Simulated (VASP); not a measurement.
# Tl (P6_3/mmc) in VASP: further runs

Aim: see how the results for Tl move with the level of theory and the settings. Levels: PBEsol, PBE. Tasks: single point.

Program: VASP 6.6.1. These are calculated values, not measurements. Logs are shortened: lines on timing, memory, paths and dates and some standing lists are left out, and cuts for length are marked.

## 1. The cell of the first run

It takes space group P6_3/mmc (No. 194, hexagonal). The conventional cell has a = 3.456 Å, b = 3.456 Å, c = 5.525 Å, α = 90.00°, β = 90.00°, γ = 120.00°. Within 4.5 Å of Tl (site symmetry -6m2) lie 12 Tl at 3.41 to 3.46 Å.

## 2. Single point, PBEsol, non-collinear spin, zero start, spin-orbit coupling

INCAR

```
ALGO     = Fast           # electronic algorithm
EDIFF    = 1E-6           # SCF threshold, eV
ENCUT    = 520            # plane-wave cutoff, eV
GGA      = PS             # functional
GGA_COMPAT= False        
ISIF     = 2              # what is computed and relaxed
ISMEAR   = -1             # smearing method
LASPH    = True           # aspherical terms in the spheres
LCHARG   = False          # write CHGCAR
LORBIT   = 11             # projections on sites
LORBMOM  = True         
LREAL    = False          # projectors in reciprocal space
LSORBIT  = True           # spin-orbit coupling
LWAVE    = False          # write WAVECAR
MAGMOM   = 0 0 0 0 0 0    # initial moments
NBANDS   = 38             # bands
NELM     = 150            # most SCF steps
PREC     = Accurate       # precision mode
SIGMA    = 0.05           # smearing width, eV
```

KPOINTS

```
k-points
0
Gamma
  9 9 5
```

POSCAR

```
Tl
1.0
    3.4560000000      0.0000000000      0.0000000000
   -1.7280000000      2.9929837955      0.0000000000
    0.0000000000      0.0000000000      5.5250000000
Tl
2
Direct
    0.6666666667      0.3333333333      0.7500000000
    0.3333333333      0.6666666667      0.2500000000
```

Potentials or basis: VASP PAW PBE potentials, release 64 (Tl_d).

Started as:

```
$ cat potpaw_PBE.64/Tl_d/POTCAR > POTCAR
$ mpirun -np 1 vasp_ncl > vasp.out
```

OUTCAR:

```text
EDIFF = 1E-6
   ENCUT = 520
   GGA = PS
   ISIF = 2
   ISMEAR = -1
   LASPH = True
   LORBIT = 11
   LREAL = False
   LSORBIT = True
   NELM = 150
   PREC = Accurate

 ion  position               nearest neighbor table
   1  0.667  0.333  0.750-   2 3.41   2 3.41   2 3.41   2 3.41   2 3.41   2 3.41
   2  0.333  0.667  0.250-   1 3.41   1 3.41   1 3.41   1 3.41   1 3.41   1 3.41

  LATTYP: Found a hexagonal cell.
 ALAT       =     3.4560000000
 C/A-ratio  =     1.5986689815

  Lattice vectors:

 A1 = (   3.4560000000,   0.0000000000,   0.0000000000)
 A2 = (  -1.7280000000,   2.9929837955,   0.0000000000)
 A3 = (   0.0000000000,   0.0000000000,   5.5250000000)

Analysis of symmetry for initial positions (statically):
=====================================================================
 Subroutine PRICEL returns:
 Original cell was already a primitive cell.

 Routine SETGRP: Setting up the symmetry group for a
 hexagonal supercell.

 Subroutine GETGRP returns: Found 24 space group operations
 (whereof 12 operations were pure point group operations)
 out of a pool of 24 trial point group operations.

The static configuration has the point symmetry D_3d.
 The point group associated with its full space group is D_6h.

Analysis of symmetry for dynamics (positions and initial velocities):
=====================================================================
 Subroutine PRICEL returns:
 Original cell was already a primitive cell.

 Routine SETGRP: Setting up the symmetry group for a
 hexagonal supercell.

 Subroutine GETGRP returns: Found 24 space group operations
 (whereof 12 operations were pure point group operations)
 out of a pool of 24 trial point group operations.

The dynamic configuration has the point symmetry D_3d.
 The point group associated with its full space group is D_6h.

Analysis of structural, dynamic, and magnetic symmetry:
=====================================================================
 Subroutine PRICEL returns:
 Original cell was already a primitive cell.

 Routine SETGRP: Setting up the symmetry group for a
 hexagonal supercell.

 Subroutine GETGRP returns: Found 24 space group operations
 (whereof 12 operations were pure point group operations)
 out of a pool of 24 trial point group operations.

The overall configuration has the point symmetry D_3d.
 The point group associated with its full space group is D_6h.

 Subroutine INISYM returns: Found 24 space group operations
 (whereof 12 operations are pure point group operations),
 and found     1 'primitive' translations

----------------------------------------------------------------------------------------

                                     Primitive cell

  volume of cell :      57.1492

  direct lattice vectors                    reciprocal lattice vectors
     3.456000000  0.000000000  0.000000000     0.289351852  0.167057370  0.000000000
    -1.728000000  2.992983795  0.000000000     0.000000000  0.334114739  0.000000000
     0.000000000  0.000000000  5.525000000     0.000000000  0.000000000  0.180995475

  length of vectors
     3.456000000  3.456000000  5.525000000     0.334114739  0.334114739  0.180995475

  position of ions in fractional coordinates (direct lattice)
     0.666666667  0.333333333  0.750000000
     0.333333333  0.666666667  0.250000000

  ion indices of the primitive-cell ions
   primitive index   ion index
                 1           1
                 2           2

----------------------------------------------------------------------------------------

 KPOINTS: k-points

Automatic generation of k-mesh.
 Grid dimensions read from file:
 generate k-points for:    9    9    5

 Generating k-lattice:

  Cartesian coordinates                     Fractional coordinates (reciprocal lattice)
     0.032150206  0.018561930  0.000000000     0.111111111 -0.000000000  0.000000000
     0.000000000  0.037123860  0.000000000     0.000000000  0.111111111  0.000000000
     0.000000000  0.000000000  0.036199095     0.000000000  0.000000000  0.200000000

  Length of vectors
     0.037123860  0.037123860  0.036199095

  Shift w.r.t. Gamma in fractional coordinates (k-lattice)
     0.000000000  0.000000000  0.000000000

 Subroutine IBZKPT returns following result:
 ===========================================

 Found     36 irreducible k-points:

 Following reciprocal coordinates:
            Coordinates               Weight
  0.000000  0.000000  0.000000      1.000000
  0.111111 -0.000000  0.000000      6.000000
  0.222222 -0.000000  0.000000      6.000000
  0.333333  0.000000  0.000000      6.000000
  0.444444 -0.000000  0.000000      6.000000
  0.111111  0.111111  0.000000      6.000000
[... 50 lines left out ...]
   EMIN   =  10.00;   EMAX   =-10.00  energy-range for DOS
   EFERMI =   0.00;   METHOD = LEGACY
   ISMEAR =    -1;   SIGMA  =   0.05  broadening in eV -4-tet -1-fermi 0-gaus
   EFERMI_NEDOS =   21; number of points for ismear=-14 and -15
   IALGO  =     68    algorithm
   IMIX   =      4    mixing-type and parameters
     AMIX     =   0.40;   BMIX     =  1.00
     AMIX_MAG =   1.60;   BMIX_MAG =  1.00
  volume/ion in A,a.u.               =      28.57       192.83
  Fermi-wavevector in a.u.,A,eV,Ry     =   1.259107  2.379366 21.569987  1.585349
  Thomas-Fermi vector in A             =   2.392683
   LORBIT       =     11    0 simple, 1 ext, 2 COOP (PROOUT), +10 PAW based schemes
   GGA     = PS    functional components
   LHFCALC =     F    Hartree Fock is set to
   AEXX    =    0.0000 exact exchange contribution
   IVDW    =     0    specifies the selected vdW correction
   LEPSILON=     F    determine dielectric tensor
   LRPA    =     F    only Hartree local field effects (RPA)
 RMM-DIIS sequential band-by-band and
  energy-cutoff  :      520.00
  volume of cell :       57.15
 maximum number of plane-waves:      3116
 NGX is ok and might be reduce to    28
   NGX = 13   NGY = 13   NGZ = 21

 number of electron      26.0000004 magnetization       0.0000000      0.0000000     -0.0000000

 number of electron      26.0000004 magnetization       0.0000000      0.0000000      0.0000000

 number of electron      26.0000004 magnetization      -0.0000000      0.0000000     -0.0000000

 Free energy of the ion-electron system (eV)
  ---------------------------------------------------
  ext. energy  EPLUGINS =         0.00000000
  ---------------------------------------------------
  free energy    TOTEN  =        -5.83693414 eV

  energy without entropy =       -5.81959350  energy(sigma->0) =       -5.82826382

 E-fermi :   6.2163     XC(G=0): -10.3631

 val. band max:        6.2011764504   @ k =   0.2222   0.2222   0.4000
 cond. band min:       6.2267953910   @ k =   0.3333   0.0000   0.4000
 fundamental gap:      0.0256189406
 Fermi energy:         6.2162936171

 k-point     1 :       0.0000    0.0000    0.0000
  band No.  band energies     occupation
      1      -6.3245      1.00000
      2      -6.3245      1.00000
      3      -6.3226      1.00000
      4      -6.3226      1.00000
      5      -6.3116      1.00000
      6      -6.3116      1.00000
[... 973 lines left out ...]
     37      13.9575      0.00000
     38      13.9575      0.00000

 [... further k-points ...]
[... 5 lines left out ...]
  --------------------------------------------------------------------------------------
  -------------------------------------------------------------------------------------
  Total       -0.2644874     -0.2644874      0.2359296      0.0000000      0.0000000      0.0000000
  in kB       -7.4148994     -7.4148994      6.6142802      0.0000000      0.0000000      0.0000000
  external PRESSURE =      -2.7385062 kB  Pullay stress =       0.0000000 kB

 VOLUME and BASIS-vectors are now :
 -----------------------------------------------------------------------------
  energy-cutoff  :      520.00
  volume of cell :       57.15
      direct lattice vectors                 reciprocal lattice vectors
     3.456000000  0.000000000  0.000000000     0.289351852  0.167057370  0.000000000
    -1.728000000  2.992983795  0.000000000     0.000000000  0.334114739  0.000000000
     0.000000000  0.000000000  5.525000000     0.000000000  0.000000000  0.180995475

 POSITION                                       TOTAL-FORCE (eV/Angst)
 -----------------------------------------------------------------------------------
      1.72800      0.99766      4.14375         0.000000     -0.000000      0.000000
     -0.00000      1.99532      1.38125        -0.000000      0.000000      0.000000
 -----------------------------------------------------------------------------------
    total drift:                               -0.000000      0.000000     -0.000000

  FREE ENERGIE OF THE ION-ELECTRON SYSTEM (eV)
  ---------------------------------------------------
  free  energy   TOTEN  =        -5.8369341423 eV

  energy  without entropy=       -5.8195935013  energy(sigma->0) =       -5.82826382

 orbital moment (x)

 # of ion     p       d       tot
 ----------------------------------------
  1         0.000  -0.000  -0.000
  2         0.000  -0.000  -0.000
 ----------------------------------------
            0.000  -0.000  -0.000

 orbital moment (y)

 # of ion     p       d       tot
 ----------------------------------------
  1        -0.000   0.000   0.000
  2        -0.000   0.000   0.000
 ----------------------------------------
           -0.000   0.000   0.000

 orbital moment (z)

 # of ion     p       d       tot
 ----------------------------------------
  1         0.000  -0.000   0.000
  2         0.000  -0.000  -0.000
 ----------------------------------------
            0.000  -0.000   0.000

 Spin-Orbit-Coupling matrix elements

 Ion:    1  E_soc:     -0.6221833
 l=   1
     0.0000000    -0.0552319    -0.0528681
    -0.0552319     0.0000000    -0.0552319
    -0.0528681    -0.0552319     0.0000000
 l=   2
     0.0000000    -0.0098512     0.0000000    -0.0098512    -0.0395212
    -0.0098512     0.0000000    -0.0294498    -0.0099343    -0.0098512
     0.0000000    -0.0294498     0.0000000    -0.0294498     0.0000000
    -0.0098512    -0.0099343    -0.0294498     0.0000000    -0.0098512
    -0.0395212    -0.0098512     0.0000000    -0.0098512     0.0000000
 l=   3
     0.0000000     0.0000000     0.0000000     0.0000000     0.0000000     0.0000000     0.0000000
     0.0000000     0.0000000     0.0000000     0.0000000     0.0000000     0.0000000     0.0000000
     0.0000000     0.0000000     0.0000000     0.0000000     0.0000000     0.0000000     0.0000000
     0.0000000     0.0000000     0.0000000     0.0000000     0.0000000     0.0000000     0.0000000
     0.0000000     0.0000000     0.0000000     0.0000000     0.0000000     0.0000000     0.0000000
     0.0000000     0.0000000     0.0000000     0.0000000     0.0000000     0.0000000     0.0000000
     0.0000000     0.0000000     0.0000000     0.0000000     0.0000000     0.0000000     0.0000000

 Ion:    2  E_soc:     -0.6221833
 l=   1
     0.0000000    -0.0552319    -0.0528681
    -0.0552319     0.0000000    -0.0552319
    -0.0528681    -0.0552319     0.0000000
 l=   2
     0.0000000    -0.0098512     0.0000000    -0.0098512    -0.0395212
    -0.0098512     0.0000000    -0.0294498    -0.0099343    -0.0098512
     0.0000000    -0.0294498     0.0000000    -0.0294498     0.0000000
    -0.0098512    -0.0099343    -0.0294498     0.0000000    -0.0098512
    -0.0395212    -0.0098512     0.0000000    -0.0098512     0.0000000
 l=   3
     0.0000000     0.0000000     0.0000000     0.0000000     0.0000000     0.0000000     0.0000000
     0.0000000     0.0000000     0.0000000     0.0000000     0.0000000     0.0000000     0.0000000
     0.0000000     0.0000000     0.0000000     0.0000000     0.0000000     0.0000000     0.0000000
     0.0000000     0.0000000     0.0000000     0.0000000     0.0000000     0.0000000     0.0000000
     0.0000000     0.0000000     0.0000000     0.0000000     0.0000000     0.0000000     0.0000000
     0.0000000     0.0000000     0.0000000     0.0000000     0.0000000     0.0000000     0.0000000
     0.0000000     0.0000000     0.0000000     0.0000000     0.0000000     0.0000000     0.0000000

 total charge

# of ion       s       p       d       tot
------------------------------------------
    1        1.173   0.400   9.636  11.209
    2        1.173   0.400   9.636  11.209
--------------------------------------------------
tot          2.346   0.800  19.272  22.419

 magnetization (x)

# of ion       s       p       d       tot
------------------------------------------
    1        0.000   0.000   0.000   0.000
    2        0.000   0.000  -0.000  -0.000
--------------------------------------------------
tot          0.000   0.000  -0.000  -0.000

 magnetization (y)

# of ion       s       p       d       tot
------------------------------------------
    1        0.000   0.000   0.000   0.000
    2       -0.000   0.000   0.000   0.000
--------------------------------------------------
tot          0.000   0.000   0.000   0.000

 magnetization (z)

# of ion       s       p       d       tot
------------------------------------------
    1        0.000   0.000   0.000   0.000
    2        0.000   0.000   0.000   0.000
--------------------------------------------------
tot          0.000   0.000   0.000   0.000
```

Run time: 2.4 min. Hardware: 1 thread of AMD EPYC 7R13 (Zen 3), shared host; peak memory 0.32 GiB.

What came out:

- Free energy: -5.8369 eV
- Pressure: -0.3 GPa
- Net moment: 0.00 μB per cell
- Valence electrons inside the program's atomic spheres: Tl 11.21

Moments on the atoms (μB; x, y, z):
```
Tl  0.00 0.00 0.00
Tl  0.00 0.00 0.00
```

Caveat: the PAW data sets were made with another functional, which shifts forces and pressure a little.

## 3. Single point, PBE

INCAR

```
SYSTEM = Tl
PREC = Accurate
ENCUT = 520
EDIFF = 1E-7
ISMEAR = -1
SIGMA = 0.05
LREAL = .FALSE.
LASPH = .TRUE.
NELM = 100
ALGO = Normal
ISIF = 2
LWAVE = .FALSE.
LCHARG = .FALSE.
GGA = PE
NBANDS = 20
```

KPOINTS

```
regular mesh
0
G
  7 7 4
  0 0 0
```

POSCAR is that of step 2.

Potentials or basis: VASP PAW PBE potentials, release 64 (Tl_d).

Started as:

```
$ cat potpaw_PBE.64/Tl_d/POTCAR > POTCAR
$ mpirun -np 1 vasp_std > vasp.out
```

It took 34 s on 1 thread of Intel Xeon 8259CL, shared host; peak memory 0.18 GiB.

It converged, with:

```yaml
Free_energy: -4.3365 eV
Pressure: 3.2 GPa
Band_gap_on_the_k_mesh: zero (bands 13 and 14 overlap by 5.42 eV)
```

Stress tensor (GPa, compression positive):
```
2.80 0.00 0.00
0.00 2.80 0.00
0.00 0.00 4.12
```

Levels at points of the mesh, in eV from the Fermi level:
```tsv
k point	band 10	band 11	band 12	band 13	band 14	band 15	band 16	band 17
(0.00, 0.00, 0.00)	-11.15	-10.08	-5.15	-2.88	7.95	7.95	10.04	10.04
(0.00, 0.00, 0.50)	-11.26	-8.65	-8.65	3.32	3.32	8.93	8.93	8.93
```

Caveat: the cell stands under pressure; spin-orbit coupling is left out, which moves the levels of the heavy elements.

(Part 1 of 2 ends here.)

The gap in the log of VASP goes by the Fermi energy; the results here count the filled bands.